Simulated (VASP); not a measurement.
# TaN (P-6m2) in VASP: notebook, part 2 of 2

VASP 6.6.1. The steps go on from the part before.

## Step 4: Single point, LDA (10.74 Å³/atom)

This run uses another cell than the first one, of 10.74 Å³/atom.

Input file INCAR:

```
SYSTEM = TaN
PREC = Accurate
ENCUT = 520
EDIFF = 1E-6
ISMEAR = 0
SIGMA = 0.1
LREAL = .FALSE.
LASPH = .TRUE.
NELM = 100
ALGO = Normal
ISIF = 2
LWAVE = .FALSE.
LCHARG = .TRUE.
GGA = CA
LELF = .TRUE.
LVHAR = .TRUE.
NBANDS = 15
```

Input file KPOINTS:

```
regular mesh
0
G
  18 18 14
  0 0 0
```

Input file POSCAR:

```
TaN
1.0
    2.9372720460      0.0000000000      0.0000000000
   -1.4686360230      2.5437522097      0.0000000000
    0.0000000000      0.0000000000      2.8759238518
Ta N
1 1
Direct
    0.0000000000      0.0000000000      0.5000000000
    0.6666666667      0.3333333333      0.0000000000
```

Potentials or basis: VASP PAW LDA potentials, release 64 (Ta_pv, N).

On the command line:

```
cat potpaw_LDA.64/Ta_pv/POTCAR potpaw_LDA.64/N/POTCAR > POTCAR
mpirun -np 1 vasp_std > vasp.out
```

OUTCAR:

```text
SYSTEM = TaN
   PREC = Accurate
   ENCUT = 520
   EDIFF = 1E-6
   ISMEAR = 0
   LREAL = .FALSE.
   LASPH = .TRUE.
   NELM = 100
   ISIF = 2
   GGA = CA

 ion  position               nearest neighbor table
   1  0.000  0.000  0.500-   2 2.22   2 2.22   2 2.22   2 2.22   2 2.22   2 2.22
   2  0.667  0.333  0.000-   1 2.22   1 2.22   1 2.22   1 2.22   1 2.22   1 2.22

  LATTYP: Found a hexagonal cell.
 ALAT       =     2.9372720460
 C/A-ratio  =     0.9791138876

  Lattice vectors:

 A1 = (   2.9372720460,   0.0000000000,   0.0000000000)
 A2 = (  -1.4686360230,   2.5437522097,   0.0000000000)
 A3 = (   0.0000000000,   0.0000000000,   2.8759238518)

Analysis of symmetry for initial positions (statically):
=====================================================================
 Subroutine PRICEL returns:
 Original cell was already a primitive cell.

 Routine SETGRP: Setting up the symmetry group for a
 hexagonal supercell.

 Subroutine GETGRP returns: Found 12 space group operations
 (whereof 12 operations were pure point group operations)
 out of a pool of 24 trial point group operations.

The static configuration has the point symmetry D_3h.

Analysis of symmetry for dynamics (positions and initial velocities):
=====================================================================
 Subroutine PRICEL returns:
 Original cell was already a primitive cell.

 Routine SETGRP: Setting up the symmetry group for a
 hexagonal supercell.

 Subroutine GETGRP returns: Found 12 space group operations
 (whereof 12 operations were pure point group operations)
 out of a pool of 24 trial point group operations.

The dynamic configuration has the point symmetry D_3h.

 Subroutine INISYM returns: Found 12 space group operations
 (whereof 12 operations are pure point group operations),
 and found     1 'primitive' translations

----------------------------------------------------------------------------------------

[... 116 lines left out ...]
   LORBIT       =      0    0 simple, 1 ext, 2 COOP (PROOUT), +10 PAW based schemes
   GGA     = CA    functional components
   LHFCALC =     F    Hartree Fock is set to
   AEXX    =    0.0000 exact exchange contribution
   IVDW    =     0    specifies the selected vdW correction
   LEPSILON=     F    determine dielectric tensor
   LRPA    =     F    only Hartree local field effects (RPA)
 non-spin polarized calculation
 Gauss-broadening in eV      SIGMA  =   0.10
  energy-cutoff  :      520.00
  volume of cell :       21.49
 maximum number of plane-waves:       605
 NGX is ok and might be reduce to    24
   NGX = 11   NGY = 11   NGZ = 11

 number of electron      16.0000001 magnetization

 Free energy of the ion-electron system (eV)
  ---------------------------------------------------
  ext. energy  EPLUGINS =         0.00000000
  ---------------------------------------------------
  free energy    TOTEN  =       -24.70427131 eV

  energy without entropy =      -24.70400696  energy(sigma->0) =      -24.70413913

 E-fermi :   8.1018     XC(G=0): -13.5981

 val. band max:        8.0602724707   @ k =   0.0000   0.0000   0.4286
 cond. band min:       8.1339020683   @ k =   0.0556   0.0000   0.5000
 fundamental gap:      0.0736295976
 Fermi energy:         8.1017946390

 k-point     1 :       0.0000    0.0000    0.0000
  band No.  band energies     occupation
      1     -26.4783      2.00000
      2     -26.2196      2.00000
      3     -26.2196      2.00000
      4      -9.4216      2.00000
      5       3.5652      2.00000
      6       3.5652      2.00000
      7       3.9336      2.00000
      8       5.2762      2.00000
      9      10.5112      0.00000
     10      11.7457      0.00000
     11      11.7457      0.00000
     12      12.0912      0.00000
     13      12.0912      0.00000
     14      20.5342      0.00000
[... 401 lines left out ...]
      2     -26.5315      2.00000
      3     -26.3308      2.00000
      4      -7.0529      2.00000
      5       0.0840      2.00000
      6       3.0215      2.00000
      7       3.9058      2.00000
      8       5.8601      2.00000
      9      10.4146      0.00000
     10      11.2067      0.00000
     11      12.7131      0.00000
     12      14.1734      0.00000
     13      16.8297      0.00000
     14      20.2435      0.00000
     15      20.6050      0.00000

 [... further k-points ...]
[... 5 lines left out ...]
  --------------------------------------------------------------------------------------
  -------------------------------------------------------------------------------------
  Total       -1.1793691     -1.1793691     -1.1518327      0.0000000     -0.0000000      0.0000000
  in kB      -87.9354453    -87.9354453    -85.8822908      0.0000000     -0.0000000      0.0000000
  external PRESSURE =     -87.2510605 kB  Pullay stress =       0.0000000 kB

 VOLUME and BASIS-vectors are now :
 -----------------------------------------------------------------------------
  energy-cutoff  :      520.00
  volume of cell :       21.49
      direct lattice vectors                 reciprocal lattice vectors
     2.937272046  0.000000000  0.000000000     0.340451951  0.196560026  0.000000000
    -1.468636023  2.543752210  0.000000000     0.000000000  0.393120052  0.000000000
     0.000000000  0.000000000  2.875923852     0.000000000  0.000000000  0.347714353

 POSITION                                       TOTAL-FORCE (eV/Angst)
 -----------------------------------------------------------------------------------
      0.00000      0.00000      1.43796        -0.000000      0.000000      0.000000
      1.46864      0.84792      0.00000         0.000000      0.000000      0.000000
 -----------------------------------------------------------------------------------
    total drift:                               -0.000000      0.000000      0.000000

  FREE ENERGIE OF THE ION-ELECTRON SYSTEM (eV)
  ---------------------------------------------------
  free  energy   TOTEN  =       -24.7042713051 eV

  energy  without entropy=      -24.7040069561  energy(sigma->0) =      -24.70413913
```

stdout:

```text
POSCAR found type information on POSCAR TaN
 POSCAR found :  2 types and       2 ions
 scaLAPACK will be used
 LDA part: xc-table for (Slater(with rela. corr.)+CA(PZ))
 , standard interpolation
 POSCAR, INCAR and KPOINTS ok, starting setup
 FFT: planning ... GRIDC
 FFT: planning ... GRID_SOFT
 FFT: planning ... GRID
 WAVECAR not read
 entering main loop
```

Wall time 70 s (1 thread of Intel Xeon 8259CL, shared host); peak memory 0.21 GiB.

Results:

| Quantity | Value |
| --- | --- |
| Free energy | -24.7043 eV |
| Pressure | -8.7 GPa |
| Band gap on the k mesh | zero (bands 8 and 9 overlap by 0.37 eV) |

Stress tensor (GPa, compression positive):
```
-8.79  0.00  0.00
 0.00 -8.79  0.00
 0.00  0.00 -8.59
```

Levels at points of the mesh, in eV from the Fermi level:
```tsv
k point	band 5	band 6	band 7	band 8	band 9	band 10	band 11	band 12
(0.00, 0.00, 0.00)	-4.54	-4.54	-4.17	-2.83	2.41	3.64	3.64	3.99
(0.50, 0.00, 0.00)	-8.22	-5.14	-3.45	-3.11	3.00	4.07	5.25	5.31
(0.00, 0.00, 0.50)	-9.28	-3.72	-3.72	-0.08	-0.08	2.51	3.31	3.31
(0.50, 0.00, 0.50)	-7.27	-6.10	-5.67	-0.23	4.25	5.37	6.13	7.10
```

Caveat: the cell stands under tension; spin-orbit coupling is left out, which moves the levels of the heavy elements.

## Step 5: Single point, LDA (11.06 Å³/atom)

This run uses another cell than the first one, of 11.06 Å³/atom.

Input file INCAR:

```
ALGO = Normal ; EDIFF = 1E-6
ENCUT = 520 ; GGA = CA
ISIF = 2 ; ISMEAR = 0
LASPH = T ; LCHARG = T
LELF = T ; LREAL = F
LVHAR = T ; LWAVE = F
NBANDS = 15 ; NELM = 60
PREC = Accurate ; SIGMA = 0.1
```

Input file KPOINTS:

```
k-points
0
Gamma
  18 18 14
```

Input file POSCAR:

```
TaN
1.0
    2.9674173653      0.0000000000      0.0000000000
   -1.4837086827      2.5698588220      0.0000000000
    0.0000000000      0.0000000000      2.8998604564
Ta N
1 1
Direct
    0.0000000000      0.0000000000      0.5000000000
    0.6666666667      0.3333333333      0.0000000000
```

On the command line:

```
cat potpaw_LDA.64/Ta_pv/POTCAR potpaw_LDA.64/N/POTCAR > POTCAR
mpirun -np 1 vasp_std > vasp.out
```

Run time: 70 s. Hardware: 1 thread of Intel Xeon 8259CL, shared host; peak memory 0.21 GiB.

Results (log left out):

* Free energy: -24.6522 eV
* Pressure: -17.9 GPa
* Band gap on the k mesh: zero (bands 8 and 9 overlap by 0.37 eV)

Stress tensor (GPa, compression positive):
```
-17.97   0.00   0.00
  0.00 -17.97   0.00
  0.00   0.00 -17.79
```

Levels at points of the mesh, in eV from the Fermi level:
```
           k point  band 6  band 7  band 8  band 9  band 10  band 11
(0.00, 0.00, 0.00)   -4.43   -4.04   -2.78    2.17     3.52     3.52
(0.50, 0.00, 0.00)   -4.99   -3.33   -3.07    2.89     3.88     5.09
(0.00, 0.00, 0.50)   -3.64   -3.64   -0.07   -0.07     2.45     3.20
(0.50, 0.00, 0.50)   -5.99   -5.53   -0.28    4.04     5.14     5.88
```

Caveat: the cell stands under tension; spin-orbit coupling is left out, which moves the levels of the heavy elements.

## Step 6: The runs side by side

| cell | gap on the mesh (eV) | pressure (GPa) |
| --- | --- | --- |
| a = 2.875, b = 2.875, c = 2.827 Å, angles 90.0, 90.0, 120.0°, 2 atoms | none | 14.7 |
| a = 2.907, b = 2.907, c = 2.851 Å, angles 90.0, 90.0, 120.0°, 2 atoms | none | 2.0 |
| a = 2.937, b = 2.937, c = 2.876 Å, angles 90.0, 90.0, 120.0°, 2 atoms | none | -8.7 |
| a = 2.967, b = 2.967, c = 2.900 Å, angles 90.0, 90.0, 120.0°, 2 atoms | none | -17.9 |

Alike in all rows: task single point; level LDA; potentials or basis VASP PAW LDA potentials, release 64 (Ta_pv, N); no spin polarisation; k mesh 18 × 18 × 14; cutoff (eV) 520; smearing gaussian 0.1 eV.

Caveats: spin-orbit coupling is left out, which moves the levels of the heavy elements; the cell stands under tension (at least some runs); the cell stands under pressure (at least some runs).

Absolute energies hang on the potentials; compare differences alone.
